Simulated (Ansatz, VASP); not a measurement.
MgO in VASP and in Ansatz

Contents of INCAR:

```
SYSTEM = MgO
  PREC = Accurate
  ENCUT = 520
  EDIFF = 1E-6
  ISMEAR = 0
  SIGMA = 0.05
  LREAL = .FALSE.
  LASPH = .TRUE.
  NELM = 80
  ALGO = Normal
  ISIF = 2
  LWAVE = .FALSE.
  LCHARG = .TRUE.
  GGA = PS
  LELF = .TRUE.
  LVHAR = .TRUE.
  NBANDS = 11
```

File KPOINTS:

```
regular mesh
0
G
  10 10 10
  0 0 0
```

File POSCAR:

```
MgO
1.0
    0.0000000000      2.1071057202      2.1071057202
    2.1071057202      0.0000000000      2.1071057202
    2.1071057202      2.1071057202      0.0000000000
Mg O
1 1
Direct
    0.0415261556     -0.0415261556      0.0415261556
    0.5000000000      0.5000000000      0.5000000000
```

Input for Ansatz:

```yaml
crystal:
  lattice:
    - [0.0, 2.1071057202, 2.1071057202]
    - [2.1071057202, 0.0, 2.1071057202]
    - [2.1071057202, 2.1071057202, 0.0]
  atoms:
    - { symbol: Mg, position: [0.0415261556, -0.0415261556, 0.0415261556] }
    - { symbol: O, position: [0.5, 0.5, 0.5] }
basis:
  ecutwfc: 420
kpoints:
  mp_grid: { grid: [10, 10, 10] }
hamiltonian:
  xc: pbesol
scf:
  occupations: { method: gaussian, width: 0.05 }
output:
  forces: true
  stress: true
  eigenvalues: true
```

Change from the starting cell: all Mg atoms moved +0.175 Å, as atom 1 along Cartesian [0 1 0].

Alike in both runs: task single point; functional PBEsol; k mesh 10 × 10 × 10; occupations gaussian, width 0.05 eV; no spin polarisation.

|  | VASP | Ansatz |
| --- | --- | --- |
| version | VASP 6.6.1 | Ansatz 0.2.0 |
| potentials or method | VASP PAW PBE potentials, release 64 (Mg, O), cutoff 520 eV | scalar-relativistic, plane waves, PAW |
| valence electrons in the cell | 8 | 16 |

|  | VASP | Ansatz | Ansatz less VASP |
| --- | --- | --- | --- |
| gap on the k mesh at the Fermi level (eV) | 4.61 | 4.61 | -0.002 |
| least direct gap on the mesh (eV) | 4.61 | 4.61 | -0.002 |
| pressure (GPa) | 2.7 | 3.0 | +0.28 |
| traceless stress, the component that is largest in VASP (GPa) | 7.57 | 7.46 | -0.111 |
| rms of the force components (eV/Å) | 0.668 | 0.660 | -0.0085 |

VASP's potentials were made for PBE, not for PBEsol. Atom by atom the forces differ by 0.008 eV/Å (rms over components). VASP's potentials hold 8 valence electrons a cell and Ansatz's 16, so a difference there can come from the potentials and not from the codes.
